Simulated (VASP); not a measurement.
# Te (I4_1/amd) in VASP: a series of runs, part 2 of 2

VASP 6.6.1.

### 4 Relaxation of cell and atoms, PBE

INCAR reads:

```
ALGO = Normal ; EDIFF = 1E-7
EDIFFG = -0.04 ; ENCUT = 600
GGA = PE ; IBRION = 2
ISIF = 3 ; ISMEAR = 0
LASPH = T ; LCHARG = F
LREAL = F ; LWAVE = F
NELM = 80 ; NSW = 90
PREC = Accurate ; SIGMA = 0.1
```

KPOINTS reads:

```
k-points
0
Gamma
  4 4 4
```

POSCAR reads:

```
Te
1.0
   -3.6599380200      3.6599380200      2.5342892700
    3.6599380200     -3.6599380200      2.5342892700
    3.6599380200      3.6599380200     -2.5342892700
Te
6
Direct
    0.0000000000      0.0000000000      0.0000000000
    0.7500000000      0.2500000000      0.5000000000
    0.3750000000      0.6250000000      0.7500000000
    0.3750000000      0.1250000000      0.7500000000
    0.3750000000      0.6250000000      0.2500000000
    0.8750000000      0.6250000000      0.2500000000
```

On the command line:

```
$ cat potpaw_PBE.64/Te/POTCAR > POTCAR
$ mpirun -np 1 vasp_std > vasp.out
```

It took 13 min on 1 thread of AMD EPYC 7R43 (Zen 3), shared host; peak memory 0.31 GiB.

It converged, with:

```
Free energy                            : -17.9524 eV
Relaxed volume                         : 32.90 Å³/atom
Relaxed cell                           : a = 6.383 Å, b = 6.383 Å, c = 6.383 Å, α = 105.73°, β = 105.73°, γ = 117.24°
Space group after relaxing (to 0.05 Å) : I4_1/amd (No. 141)
Energy gained by relaxing              : 1358.1 meV/atom
Ionic steps                            : 10
Pressure after relaxing                : 0.0 GPa
Band gap on the k mesh                 : zero (band 18 reaches 7.59 eV, above the bottom of band 19 at 5.72 eV)
```

Stress tensor (GPa, compression positive):
```
 0.00  0.00  0.00
 0.00  0.00  0.00
 0.00  0.00 -0.09
```

Step by step:
| step | energy change (eV) | largest force (eV/Å) | pressure (GPa) | volume (Å³) |
| --- | --- | --- | --- | --- |
| 1 | 0.0000 | 0.0000 | 49.70 | 135.79 |
| 2 | -4.1927 | 0.0000 | -6.53 | 325.06 |
| 3 | -7.9145 | 0.0000 | -0.70 | 213.12 |
| 4 | -7.9192 | 0.0000 | -0.35 | 211.34 |
| 5 | -7.9199 | 0.0000 | 0.00 | 209.61 |
| 6 | -7.9470 | 0.0000 | -0.05 | 208.97 |
| 7 | -8.0329 | 0.0000 | -0.28 | 206.82 |
| 8 | -8.1391 | 0.0000 | -0.77 | 201.56 |
| 9 | -8.1382 | 0.0000 | 0.81 | 193.12 |
| 10 | -8.1483 | 0.0000 | -0.03 | 197.39 |

Final structure:
```xyz
6
Lattice="-3.8533 3.8533 3.3235 3.8533 -3.8533 3.3235 3.8533 3.8533 -3.3235" Properties=species:S:1:pos:R:3 pbc="T T T"
Te    0.0000    0.0000    0.0000
Te    0.0000    3.8533    1.6618
Te    3.8533    1.9267    0.8309
Te    1.9267    3.8533   -0.8309
Te    1.9267    0.0000    2.4926
Te    0.0000    1.9267    4.1544
```

Levels at points of the mesh, in eV from the Fermi level:
```csv
k point,band 14,band 15,band 16,band 17,band 18,band 19,band 20,band 21,band 22
"(0.00, 0.00, 0.00)",-2.68,-2.68,-1.59,-0.73,1.08,1.08,1.65,2.15,2.44
"(0.50, 0.00, 0.00)",-2.19,-1.95,-1.88,-1.83,-0.78,-0.28,0.21,1.12,1.75
"(0.50, 0.50, 0.00)",-2.53,-2.10,-2.10,-1.23,-1.23,0.16,0.16,1.51,1.51
"(0.50, 0.50, 0.50)",-2.27,-1.74,-1.74,-1.49,-1.49,-0.79,-0.79,1.08,1.08
```

Caveat: the k points lie up to 0.31 Å⁻¹ apart in the final cell; the volume moved by over 15 % at a fixed basis, so the end points are rough; spin-orbit coupling is left out, which moves the levels of the heavy elements.

### 5 Single point, PBE

This run uses another cell than the first one, of 33.67 Å³/atom, 1.488 times its volume.

INCAR reads:

```
PREC = Accurate
ENCUT = 520
EDIFF = 1E-6
ISMEAR = 0
SIGMA = 0.1
LREAL = F
LASPH = T
NELM = 80
ALGO = Normal
ISIF = 2
LWAVE = F
LCHARG = T
GGA = PE
LELF = T
LVHAR = T
NBANDS = 27
```

KPOINTS reads:

```
Automatic mesh
0
Gamma
  8 8 8
```

POSCAR: that of step 4 with these lines changed.

```diff
@@ -2,5 +2,5 @@
 1.0
-   -3.6599380200      3.6599380200      2.5342892700
-    3.6599380200     -3.6599380200      2.5342892700
-    3.6599380200      3.6599380200     -2.5342892700
+   -3.9798239110      3.9798239110      3.1885494102
+    3.9798239110     -3.9798239110      3.1885494102
+    3.9798239110      3.9798239110     -3.1885494102
 Te
```

Potentials or basis: VASP PAW PBE potentials, release 64 (Te).

On the command line:

```
$ cat potpaw_PBE.64/Te/POTCAR > POTCAR
$ mpirun -np 1 vasp_std > vasp.out
```

OUTCAR:

```text
PREC = Accurate
   ENCUT = 520
   EDIFF = 1E-6
   ISMEAR = 0
   LREAL = F
   LASPH = T
   NELM = 80
   ISIF = 2
   GGA = PE

 ion  position               nearest neighbor table
   1  0.000  0.000  0.000-   5 3.11   4 3.11   6 3.11   3 3.11
   2  0.750  0.250  0.500-   3 3.11   4 3.11   6 3.11   5 3.11
   3  0.375  0.625  0.750-   1 3.11   2 3.11   5 3.23   5 3.23   4 3.23   4 3.23
   4  0.375  0.125  0.750-   1 3.11   2 3.11   3 3.23   6 3.23   3 3.23   6 3.23
   5  0.375  0.625  0.250-   2 3.11   1 3.11   6 3.23   3 3.23   3 3.23   6 3.23
   6  0.875  0.625  0.250-   1 3.11   2 3.11   4 3.23   5 3.23   5 3.23   4 3.23
[... 929 lines left out ...]
  -------------------------------------------------------------------------------------
  Total       -0.0247391     -0.0247391     -0.0055317      0.0000000      0.0000000      0.0000000
  in kB       -0.1962069     -0.1962069     -0.0438724      0.0000000      0.0000000      0.0000000
  external PRESSURE =      -0.1454287 kB  Pullay stress =       0.0000000 kB

 VOLUME and BASIS-vectors are now :
 -----------------------------------------------------------------------------
  energy-cutoff  :      520.00
  volume of cell :      202.01
      direct lattice vectors                 reciprocal lattice vectors
    -3.979823911  3.979823911  3.188549410     0.000000000  0.125633699  0.156811119
     3.979823911 -3.979823911  3.188549410     0.125633699  0.000000000  0.156811119
     3.979823911  3.979823911 -3.188549410     0.125633699  0.125633699  0.000000000

 POSITION                                       TOTAL-FORCE (eV/Angst)
 -----------------------------------------------------------------------------------
      0.00000      0.00000      0.00000         0.000000     -0.000000      0.000000
      0.00000      3.97982      1.59427        -0.000000      0.000000     -0.000000
      3.97982      1.98991      0.79714        -0.000000      0.000000      0.000000
      1.98991      3.97982     -0.79714        -0.000000      0.000000      0.000000
      1.98991      0.00000      2.39141        -0.000000      0.000000      0.000000
     -0.00000      1.98991      3.98569        -0.000000      0.000000      0.000000
 -----------------------------------------------------------------------------------
    total drift:                                0.000000     -0.000000      0.000000

  FREE ENERGIE OF THE ION-ELECTRON SYSTEM (eV)
  ---------------------------------------------------
  free  energy   TOTEN  =       -18.0519916996 eV

  energy  without entropy=      -18.0317816960  energy(sigma->0) =      -18.04188670
```

OSZICAR:

```text
N       E                     dE             d eps       ncg     rms          rms(c)
DAV:   1     0.160995424184E+03    0.16100E+03   -0.13004E+04  3186   0.107E+03
DAV:   2    -0.446551880150E+01   -0.16546E+03   -0.15961E+03  4000   0.159E+02
DAV:   3    -0.177656330073E+02   -0.13300E+02   -0.13053E+02  4059   0.471E+01
DAV:   4    -0.180610969586E+02   -0.29546E+00   -0.29468E+00  3719   0.805E+00
DAV:   5    -0.180684274878E+02   -0.73305E-02   -0.73304E-02  3920   0.142E+00    0.173E+01
DAV:   6    -0.180432807490E+02    0.25147E-01   -0.62260E-02  3510   0.127E+00    0.106E+01
DAV:   7    -0.180530592369E+02   -0.97785E-02   -0.65780E-02  3471   0.107E+00    0.101E+00
DAV:   8    -0.180520189199E+02    0.10403E-02   -0.37893E-03  3606   0.336E-01    0.659E-01
DAV:   9    -0.180519948818E+02    0.24038E-04   -0.14865E-03  3492   0.155E-01    0.194E-01
DAV:  10    -0.180519916897E+02    0.31920E-05   -0.26681E-05  3728   0.267E-02    0.553E-02
DAV:  11    -0.180519916996E+02   -0.98132E-08   -0.27026E-06  2974   0.925E-03
   1 F= -.18051992E+02 E0= -.18041887E+02  d E =-.202100E-01
```

Run time: 6.7 min. Hardware: 1 thread of AMD EPYC 7R43 (Zen 3), shared host; peak memory 0.39 GiB.

What came out:

- Free energy: -18.0520 eV
- Pressure: 0.0 GPa
- Band gap on the k mesh: zero (band 18 reaches 7.20 eV, above the bottom of band 19 at 5.33 eV)

Caveat: spin-orbit coupling is left out, which moves the levels of the heavy elements.

### 6 The runs side by side

```tsv
task	cell	k mesh	cutoff (eV)	gap on the mesh (eV)	pressure (GPa)
single point	a = 5.763 Å, angles 101.1, 101.1, 127.8°, 6 atoms	4 × 4 × 4	520	none	49.7
single point	a = 6.382 Å, angles 105.8, 105.8, 117.0°, 6 atoms	4 × 4 × 4	520	none	-0.1
relaxation of cell and atoms	relaxed from a = 5.763 Å, angles 101.1, 101.1, 127.8°, 6 atoms	4 × 4 × 4	600	none	0.0
single point	a = 6.469 Å, angles 104.1, 104.1, 120.9°, 6 atoms	8 × 8 × 8	520	none	0.0
```

Alike in all rows: level PBE; potentials or basis VASP PAW PBE potentials, release 64 (Te); no spin polarisation; smearing gaussian 0.1 eV.

Caveats: some runs use coarse meshes; spin-orbit coupling is left out, which moves the levels of the heavy elements; the volume moved by over 15 % at a fixed basis, so the end points are rough (some runs).

Absolute energies hang on the potentials; compare differences alone.
